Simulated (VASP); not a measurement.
The system is BaHfO3.

```
Ba Hf O
1.0
     4.20610    0.00000    0.00000
     0.00000    4.20610    0.00000
     0.00000    0.00000    4.20607
Ba Hf O
1 1 3
Direct
  0.50000 0.50000 0.99798
  0.00000 0.00000 0.49799
  0.00000 0.50000 0.49802
  0.50000 0.00000 0.49802
  0.00000 0.00000 0.99801
```

* Program: VASP 6.6.1
* Task: relaxation of cell and atoms
* Functional: LDA
* Potentials or basis: VASP PAW LDA potentials, release 64 (Ba_sv, Hf_pv, O)
* Cutoff: 600 eV
* k mesh: 6 × 6 × 6
* Occupations: fermi-dirac, width 0.02 eV
* Spin: no spin polarisation

At the start: pressure -10.0 GPa; volume 14.88 Å³/atom.

**Question.** How do energy, volume and symmetry change on relaxing?

**Answer.** Over 4 steps the energy falls by 29.4 meV/atom and the volume is 13.99 Å³/atom (-6.0 %); space group Pm-3m (No. 221, to 0.1 Å) before and after.

Step by step:
```
step  energy change (eV)  largest force (eV/Å)  pressure (GPa)  volume (Å³)
   1              0.0000                0.0003          -10.00        74.41
   2              0.1027                0.0008           16.75        64.85
   3             -0.1468                0.0004           -0.10        70.04
   4             -0.1468                0.0004            0.00        69.96
```

Final structure:
```cif
data_structure
_symmetry_space_group_name_H-M 'P 1'
_symmetry_Int_Tables_number 1
_cell_length_a 4.1204
_cell_length_b 4.1204
_cell_length_c 4.1204
_cell_angle_alpha 90.000
_cell_angle_beta 90.000
_cell_angle_gamma 90.000
_cell_volume 69.96
loop_
_atom_site_label
_atom_site_type_symbol
_atom_site_fract_x
_atom_site_fract_y
_atom_site_fract_z
_atom_site_occupancy
Ba1 Ba 0.50000 0.50000 0.99798 1
Hf1 Hf 0.00000 0.00000 0.49799 1
O1 O 0.00000 0.50000 0.49802 1
O2 O 0.50000 0.00000 0.49802 1
O3 O 0.00000 0.00000 0.99801 1
```
